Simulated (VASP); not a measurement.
# MgI2 (P-3m1) in VASP: a series of runs, part 3 of 3

VASP 6.6.1. The steps go on from the part before.

## 4. Single point, PBE

Input file INCAR:

```
SYSTEM = MgI2
ALGO = Normal ; EDIFF = 1E-7
ENCUT = 520 ; GGA = PE
ISIF = 2 ; ISMEAR = 0
LASPH = .TRUE. ; LCHARG = .FALSE.
LREAL = .FALSE. ; LWAVE = .FALSE.
NBANDS = 15 ; NELM = 100
PREC = Accurate ; SIGMA = 0.05
```

Input file KPOINTS:

```
k-points
0
G
  6 6 4
  0 0 0
```

Input file POSCAR:

```
MgI2
1.0
    4.1154617896      0.0000000000      0.0000000000
   -2.0577308948      3.5640944581      0.0000000000
    0.0000000000      0.0000000000      7.6413829923
Mg I
1 2
Direct
    0.0000000000      0.0000000000      0.0000000000
    0.3333333333      0.6666666667      0.7781860196
    0.6666666667      0.3333333333      0.2218139804
```

Potentials or basis: VASP PAW PBE potentials, release 64 (Mg, I).

Run with:

```
$ cat potpaw_PBE.64/Mg/POTCAR potpaw_PBE.64/I/POTCAR > POTCAR
$ mpirun -np 1 vasp_std > vasp.out
```

OUTCAR:

```text
SYSTEM = MgI2
   EDIFF = 1E-7
   ENCUT = 520
   GGA = PE
   ISIF = 2
   ISMEAR = 0
   LASPH = .TRUE.
   LREAL = .FALSE.
   NELM = 100
   PREC = Accurate

 ion  position               nearest neighbor table
   1  0.000  0.000  0.000-   2 2.92   3 2.92   3 2.92   2 2.92   3 2.92   2 2.92
   2  0.333  0.667  0.778-   1 2.92   1 2.92   1 2.92
   3  0.667  0.333  0.222-   1 2.92   1 2.92   1 2.92

  LATTYP: Found a hexagonal cell.
 ALAT       =     4.1154617896
 C/A-ratio  =     1.8567498334

  Lattice vectors:

 A1 = (   4.1154617896,   0.0000000000,   0.0000000000)
 A2 = (  -2.0577308948,   3.5640944581,   0.0000000000)
 A3 = (   0.0000000000,   0.0000000000,   7.6413829923)

Analysis of symmetry for initial positions (statically):
=====================================================================
 Subroutine PRICEL returns:
 Original cell was already a primitive cell.

 Routine SETGRP: Setting up the symmetry group for a
 hexagonal supercell.

 Subroutine GETGRP returns: Found 12 space group operations
 (whereof 12 operations were pure point group operations)
 out of a pool of 24 trial point group operations.

The static configuration has the point symmetry D_3d.

Analysis of symmetry for dynamics (positions and initial velocities):
=====================================================================
 Subroutine PRICEL returns:
 Original cell was already a primitive cell.

 Routine SETGRP: Setting up the symmetry group for a
 hexagonal supercell.

 Subroutine GETGRP returns: Found 12 space group operations
 (whereof 12 operations were pure point group operations)
 out of a pool of 24 trial point group operations.

The dynamic configuration has the point symmetry D_3d.

 Subroutine INISYM returns: Found 12 space group operations
 (whereof 12 operations are pure point group operations),
 and found     1 'primitive' translations

----------------------------------------------------------------------------------------

                                     Primitive cell

  volume of cell :     112.0830

  direct lattice vectors                    reciprocal lattice vectors
     4.115461790  0.000000000  0.000000000     0.242986098  0.140288089  0.000000000
    -2.057730895  3.564094458  0.000000000     0.000000000  0.280576178  0.000000000
     0.000000000  0.000000000  7.641382992     0.000000000  0.000000000  0.130866363

  length of vectors
     4.115461790  4.115461790  7.641382992     0.280576178  0.280576178  0.130866363

  position of ions in fractional coordinates (direct lattice)
     0.000000000  0.000000000  0.000000000
     0.333333333  0.666666667  0.778186020
     0.666666667  0.333333333  0.221813980

  ion indices of the primitive-cell ions
   primitive index   ion index
                 1           1
                 2           2
                 3           3

----------------------------------------------------------------------------------------

 KPOINTS: k-points

Automatic generation of k-mesh.
 Grid dimensions read from file:
 generate k-points for:    6    6    4

[... 43 lines left out ...]
  0.333333  0.333333  0.500000      2.000000
   k-points           NKPTS =     24   k-points in BZ     NKDIM =     24   number of bands    NBANDS=     15
   number of dos      NEDOS =    301   number of ions     NIONS =      3
   total plane-waves  NPLWV =  61440
   dimension x,y,z NGX =    32 NGY =   32 NGZ =   60
   dimension x,y,z NGXF=    64 NGYF=   64 NGZF=  120
   ions per type =               1   2
   NGX,Y,Z   is equivalent  to a cutoff of  12.93, 12.93, 13.05 a.u.
   NGXF,Y,Z  is equivalent  to a cutoff of  25.85, 25.85, 26.11 a.u.
 SYSTEM =  MgI2
   PREC   = accura    normal or accurate (medium, high low for compatibility)
   ISTART =      0    job   : 0-new  1-cont  2-samecut
   ICHARG =      2    charge: 1-file 2-atom 10-const
   ISPIN  =      1    spin polarized calculation?
   LNONCOLLINEAR =      F non collinear calculations
   LSORBIT =      F    spin-orbit coupling
   LASPH  =      T    aspherical Exc in radial PAW
   ENCUT  =  520.0 eV  38.22 Ry    6.18 a.u.   7.65  7.65 14.21*2*pi/ulx,y,z
   NELM   =    100;   NELMIN=  2; NELMDL= -5     # of ELM steps
   EDIFF  = 0.1E-06   stopping-criterion for ELM
   LREAL  =      F    real-space projection
   EDIFFG = 0.1E-05   stopping-criterion for IOM
   NSW    =      0    number of steps for IOM
   IBRION =     -1    ionic relax: 0-MD 1-quasi-New 2-CG
   NFREE  =      0    steps in history (QN), initial steepest desc. (CG)
   ISIF   =      2    stress and relaxation
   ISYM   =      2    0-nonsym 1-usesym 2-fastsym
   POTIM  = 0.5000    time-step for ionic-motion
   TEBEG  =    0.0;   TEEND  =   0.0 temperature during run
   PSTRESS=    0.0 pullay stress
   NELECT =      16.0000    total number of electrons
   NUPDOWN=      -1.0000    fix difference up-down
   EMIN   =  10.00;   EMAX   =-10.00  energy-range for DOS
   EFERMI =   0.00;   METHOD = LEGACY
   ISMEAR =     0;   SIGMA  =   0.05  broadening in eV -4-tet -1-fermi 0-gaus
   EFERMI_NEDOS =   21; number of points for ismear=-14 and -15
   IALGO  =     38    algorithm
   IMIX   =      4    mixing-type and parameters
     AMIX     =   0.40;   BMIX     =  1.00
     AMIX_MAG =   1.60;   BMIX_MAG =  1.00
  volume/ion in A,a.u.               =      37.36       252.12
  Fermi-wavevector in a.u.,A,eV,Ry     =   0.855595  1.616840  9.960047  0.732043
  Thomas-Fermi vector in A             =   1.972368
   LORBIT       =      0    0 simple, 1 ext, 2 COOP (PROOUT), +10 PAW based schemes
   GGA     = PE    functional components
   LHFCALC =     F    Hartree Fock is set to
   AEXX    =    0.0000 exact exchange contribution
   IVDW    =     0    specifies the selected vdW correction
   LEPSILON=     F    determine dielectric tensor
   LRPA    =     F    only Hartree local field effects (RPA)
 non-spin polarized calculation
 Gauss-broadening in eV      SIGMA  =   0.05
  energy-cutoff  :      520.00
  volume of cell :      112.08
 maximum number of plane-waves:      3076
 NGX is ok and might be reduce to    32
   NGX = 15   NGY = 15   NGZ = 29

 number of electron      16.0000000 magnetization

 Free energy of the ion-electron system (eV)
  ---------------------------------------------------
  ext. energy  EPLUGINS =         0.00000000
  ---------------------------------------------------
  free energy    TOTEN  =        -7.72052445 eV

  energy without entropy =       -7.72052445  energy(sigma->0) =       -7.72052445

 E-fermi :   1.7824     XC(G=0):  -7.7327

 val. band max:        1.5465264105   @ k =   0.0000   0.0000   0.0000
 cond. band min:       5.0942801314   @ k =   0.5000   0.0000   0.5000
 fundamental gap:      3.5477537208
 Fermi energy:         1.7824192527

 k-point     1 :       0.0000    0.0000    0.0000
  band No.  band energies     occupation
      1     -10.4484      2.00000
      2      -9.8916      2.00000
      3      -1.7834      2.00000
      4       1.1024      2.00000
      5       1.2576      2.00000
      6       1.2576      2.00000
      7       1.5465      2.00000
      8       1.5465      2.00000
      9       5.3122      0.00000
     10       6.4880      0.00000
     11       8.3336      0.00000
     12       8.3336      0.00000
     13       8.4211      0.00000
     14       9.7082      0.00000
[... 401 lines left out ...]
      2      -9.5949      2.00000
      3      -1.6306      2.00000
      4      -1.0432      2.00000
      5      -1.0432      2.00000
      6      -0.5588      2.00000
      7       0.7841      2.00000
      8       0.7841      2.00000
      9       6.1100      0.00000
     10       7.3856      0.00000
     11       7.3856      0.00000
     12       8.9206      0.00000
     13      10.0633      0.00000
     14      10.0996      0.00000
     15      10.3792      0.00000

------------------------ aborting loop because EDIFF is reached ----------------------------------------

  FORCE on cell =-STRESS in cart. coord.  units (eV):
  Direction    XX          YY          ZZ          XY          YZ          ZX
  --------------------------------------------------------------------------------------
  -------------------------------------------------------------------------------------
  Total        0.8595646      0.8595646      0.1741244     -0.0000000      0.0000000      0.0000000
  in kB       12.2870993     12.2870993      2.4890315     -0.0000000      0.0000000      0.0000000
  external PRESSURE =       9.0210767 kB  Pullay stress =       0.0000000 kB

 VOLUME and BASIS-vectors are now :
 -----------------------------------------------------------------------------
  energy-cutoff  :      520.00
  volume of cell :      112.08
      direct lattice vectors                 reciprocal lattice vectors
     4.115461790  0.000000000  0.000000000     0.242986098  0.140288089  0.000000000
    -2.057730895  3.564094458  0.000000000     0.000000000  0.280576178  0.000000000
     0.000000000  0.000000000  7.641382992     0.000000000  0.000000000  0.130866363

 POSITION                                       TOTAL-FORCE (eV/Angst)
 -----------------------------------------------------------------------------------
      0.00000      0.00000      0.00000        -0.000000      0.000000      0.000000
     -0.00000      2.37606      5.94642        -0.000000      0.000000     -0.029903
      2.05773      1.18803      1.69497         0.000000     -0.000000      0.029903
 -----------------------------------------------------------------------------------
    total drift:                               -0.000000      0.000000     -0.000000

  FREE ENERGIE OF THE ION-ELECTRON SYSTEM (eV)
  ---------------------------------------------------
  free  energy   TOTEN  =        -7.7205244489 eV

  energy  without entropy=       -7.7205244489  energy(sigma->0) =       -7.72052445
```

OSZICAR:

```text
N       E                     dE             d eps       ncg     rms          rms(c)
DAV:   1     0.778421392229E+02    0.77842E+02   -0.57101E+03   720   0.834E+02
DAV:   2    -0.128578235395E+01   -0.79128E+02   -0.71664E+02  1007   0.129E+02
DAV:   3    -0.773289956488E+01   -0.64471E+01   -0.64159E+01   958   0.423E+01
DAV:   4    -0.786933046635E+01   -0.13643E+00   -0.13642E+00  1009   0.731E+00
DAV:   5    -0.787115145622E+01   -0.18210E-02   -0.18210E-02   995   0.789E-01    0.399E+00
DAV:   6    -0.774588651448E+01    0.12526E+00   -0.11259E-01   811   0.170E+00    0.272E+00
DAV:   7    -0.772260724573E+01    0.23279E-01   -0.12502E-01   853   0.175E+00    0.712E-01
DAV:   8    -0.772038694659E+01    0.22203E-02   -0.84827E-03   804   0.518E-01    0.278E-01
DAV:   9    -0.772053517055E+01   -0.14822E-03   -0.11055E-03   944   0.196E-01    0.113E-01
DAV:  10    -0.772051846305E+01    0.16707E-04   -0.44265E-05   944   0.470E-02    0.366E-02
DAV:  11    -0.772052336259E+01   -0.48995E-05   -0.15619E-05   818   0.245E-02    0.260E-02
DAV:  12    -0.772052397292E+01   -0.61033E-06   -0.72328E-07  1000   0.475E-03    0.919E-03
DAV:  13    -0.772052415486E+01   -0.18194E-06   -0.37241E-08   668   0.129E-03    0.495E-03
DAV:  14    -0.772052451452E+01   -0.35966E-06   -0.30124E-07   776   0.390E-03    0.471E-03
DAV:  15    -0.772052444889E+01    0.65634E-07   -0.15544E-08   731   0.796E-04
   1 F= -.77205244E+01 E0= -.77205244E+01  d E =-.100502E-12
```

stdout:

```text
POSCAR found type information on POSCAR MgI
 POSCAR found :  2 types and       3 ions
 scaLAPACK will be used
 LDA part: xc-table for (Slater+PW92), standard interpolation
 POSCAR, INCAR and KPOINTS ok, starting setup
 FFT: planning ... GRIDC
 FFT: planning ... GRID_SOFT
 FFT: planning ... GRID
 WAVECAR not read
 entering main loop
```

It took 17 s on 1 thread of Intel Xeon 6975P-C (Granite Rapids), shared host; peak memory 0.25 GiB.

What came out:

| Quantity | Value |
| --- | --- |
| Free energy | -7.7205 eV |
| Pressure | 0.9 GPa |
| Largest force | 0.030 eV/Å |
| Band gap on the k mesh | 3.55 eV, indirect (least direct gap 3.77 eV) |

Forces on the atoms (eV/Å):
```
Mg   0.000  0.000  0.000
I    0.000  0.000 -0.030
I    0.000  0.000  0.030
```

Levels at points of the mesh, in eV from the valence-band top:
| k point | band 6 | band 7 | band 8 | band 9 | band 10 | band 11 |
| --- | --- | --- | --- | --- | --- | --- |
| (0.00, 0.00, 0.00) | -0.29 | 0.00 | 0.00 | 3.77 | 4.94 | 6.79 |
| (0.50, 0.00, 0.00) | -1.21 | -0.84 | -0.48 | 3.63 | 5.35 | 5.54 |
| (0.00, 0.00, 0.50) | -0.26 | -0.03 | -0.03 | 4.57 | 4.94 | 6.73 |
| (0.50, 0.00, 0.50) | -1.17 | -0.83 | -0.54 | 3.55 | 5.28 | 5.51 |

Caveat: spin-orbit coupling is left out, which moves the levels of the heavy elements; this functional lacks dispersion, which binds the layers, so the pressure and a relaxed spacing across them are unreliable. A k mesh can miss the band edges.
